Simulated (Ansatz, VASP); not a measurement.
**Two plane-wave programs on Si4O7**

```
CELL_PARAMETERS angstrom
0.00000 4.15486 -2.66143
0.00000 -4.15486 -2.66143
-4.15486 0.00000 2.66143
ATOMIC_POSITIONS crystal
Si 0.25000 0.75000 0.50000
Si 0.75000 0.25000 0.50000
Si 0.00000 0.00000 0.00000
Si 0.50000 0.50000 0.00000
O 0.00000 0.30556 0.30556
O 0.55556 0.75000 0.80556
O 0.05556 0.25000 0.80556
O 0.00000 0.69444 0.69444
O 0.45745 0.09722 0.55467
O 0.94444 0.75000 0.19444
O 0.44444 0.25000 0.19444
```

Change from the starting cell: O vacancy; atom 9 moved 0.250 of the way to it and -0.250 Å across, host rigid.

Alike in both runs: task single point; functional LDA; k mesh 6 × 6 × 6; occupations gaussian, width 0.05 eV; no spin polarisation.

|  | VASP | Ansatz |
| --- | --- | --- |
| version | VASP 6.6.1 | Ansatz 0.2.0 |
| potentials or method | VASP PAW LDA potentials, release 64 (Si, O), cutoff 520 eV | scalar-relativistic, plane waves, PAW |
| valence electrons in the cell | 58 | 58 |

```csv
,VASP,Ansatz,Ansatz less VASP
gap on the k mesh at the Fermi level (eV),1.14,1.13,-0.007
least direct gap on the mesh (eV),1.66,1.65,-0.008
pressure (GPa),19.2,18.3,-0.86
"traceless stress, the component that is largest in VASP (GPa)",21.30,20.60,-0.706
rms of the force components (eV/Å),3.123,3.127,+0.0041
```

Ansatz warns that its potentials were made for another functional, while VASP's fit it. LDA's correlation is that of Perdew and Zunger in VASP and of Perdew and Wang (1992) in Ansatz. Atom by atom the forces differ by 0.020 eV/Å (rms over components).
